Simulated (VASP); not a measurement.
Here is a VASP 6.6.1 calculation.

Contents of INCAR:

```
  PREC = Accurate
  ENCUT = 520
  EDIFF = 1E-6
  ISMEAR = -1
  SIGMA = 0.05
  LREAL = F
  LASPH = T
  NELM = 150
  ALGO = Fast
  ISIF = 2
  LWAVE = F
  LCHARG = F
  ISPIN = 2
  MAGMOM = 1 1 1 0
  LORBIT = 11
  LMAXMIX = 4
  GGA = PS
  NBANDS = 29
```

File KPOINTS:

```
regular mesh
0
Gamma
  8 8 8
```

File POSCAR:

```
SiNi3
1.0
    3.4696939971      0.0000000000      0.0000000000
    0.0000000000      3.4696939971      0.0000000000
    0.0000000000      0.0000000000      3.4696939971
Ni Si
3 1
Direct
    0.5000000000      0.5000000000      0.0000000000
    0.5000000000      0.0000000000      0.5000000000
    0.0000000000      0.5000000000      0.5000000000
    0.0000000000      0.0000000000      0.0000000000
```

Potentials or basis: VASP PAW PBE potentials, release 64 (Ni, Si).

Run with:

```console
$ cat potpaw_PBE.64/Ni/POTCAR potpaw_PBE.64/Si/POTCAR > POTCAR
$ mpirun -np 1 vasp_std > vasp.out
```

(1) Predict the pressure.

(2) Estimate the net moment.

(3) Predict the band gap on the k mesh.

Results:

(1) -1.7 GPa.

(2) 0.00 μB per cell.

(3) zero (filled and empty bands overlap).

Caveat: the PAW data sets were made with another functional, which shifts forces and pressure a little.
